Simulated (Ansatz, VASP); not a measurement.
One calculation of SnO2, two programs

INCAR

```
PREC     = Accurate       # precision mode
ENCUT    = 520            # plane-wave cutoff, eV
EDIFF    = 1E-6           # SCF threshold, eV
ISMEAR   = 0              # smearing method
SIGMA    = 0.05           # smearing width, eV
LREAL    = F              # projectors in reciprocal space
LASPH    = T              # aspherical terms in the spheres
NELM     = 60             # most SCF steps
ALGO     = Normal         # electronic algorithm
ISIF     = 2              # what is computed and relaxed
LWAVE    = F              # write WAVECAR
LCHARG   = T              # write CHGCAR
GGA      = PE             # functional
LELF     = T              # ELF
LVHAR    = T            
NBANDS   = 35             # bands
```

KPOINTS

```
Automatic mesh
0
Gamma
  6 6 8
```

The input POSCAR:

```
SnO2
1.0
    4.8840370816      0.0000000000      0.0000000000
    0.0000000000      4.8840509251      0.0000000000
    0.0000000000      0.0000000000      3.1624583641
Sn O
2 4
Direct
    0.5000000000      0.5000000000      0.5000000000
    0.0000000000      0.0000000000      0.0000000000
    0.2819646748      0.3312350192      0.0000000000
    0.7819646748      0.1687649808      0.5000000000
    0.2180353252      0.8312350192      0.5000000000
    0.7180353252      0.6687649808      0.0000000000
```

Input for Ansatz:

```yaml
crystal:
  lattice:
    - [4.8840370816, 0.0, 0.0]
    - [0.0, 4.8840509251, 0.0]
    - [0.0, 0.0, 3.1624583641]
  atoms:
    - { symbol: Sn, position: [0.5, 0.5, 0.5] }
    - { symbol: Sn, position: [0.0, 0.0, 0.0] }
    - { symbol: O, position: [0.2819646748, 0.3312350192, 0.0] }
    - { symbol: O, position: [0.7819646748, 0.1687649808, 0.5] }
    - { symbol: O, position: [0.2180353252, 0.8312350192, 0.5] }
    - { symbol: O, position: [0.7180353252, 0.6687649808, 0.0] }
basis:
  ecutwfc: 520.0
kpoints:
  mp_grid: { grid: [6, 6, 8] }
hamiltonian:
  xc: pbe
  pseudopotentials: { kind: paw, azcp: { folder: soft_1 } }
scf:
  occupations: { method: gaussian, width: 0.05 }
output:
  forces: true
  stress: true
  eigenvalues: true
```

Change from the starting cell: mode 4 frozen in at -0.168 Å, strain +e along z and -e/2 along x and y -0.0233.

Alike in both runs: task single point; functional PBE; k mesh 6 × 6 × 8; occupations gaussian, width 0.05 eV; no spin polarisation.

```csv
,VASP,Ansatz
version,VASP 6.6.1,Ansatz 0.2.0
potentials or method,"VASP PAW PBE potentials, release 64 (Sn_d, O), cutoff 520 eV","scalar-relativistic, plane waves, PAW"
valence electrons in the cell,52,52
```

VASP gave:

```
gap on the k mesh at the Fermi level (eV)                     : 1.01
least direct gap on the mesh (eV)                             : 1.03
pressure (GPa)                                                : 1.0
traceless stress, the component that is largest in VASP (GPa) : 5.11
rms of the force components (eV/Å)                            : 0.068
```

Question: Which values does Ansatz return?

Answer: gap on the k mesh at the Fermi level (eV): 1.02; least direct gap on the mesh (eV): 1.04; pressure (GPa): 0.4; traceless stress, the component that is largest in VASP (GPa): 4.85; rms of the force components (eV/Å): 0.071.

Atom by atom the forces differ by 0.014 eV/Å (rms over components). With one functional, cell and mesh, what is left measures potentials, basis and numerics.
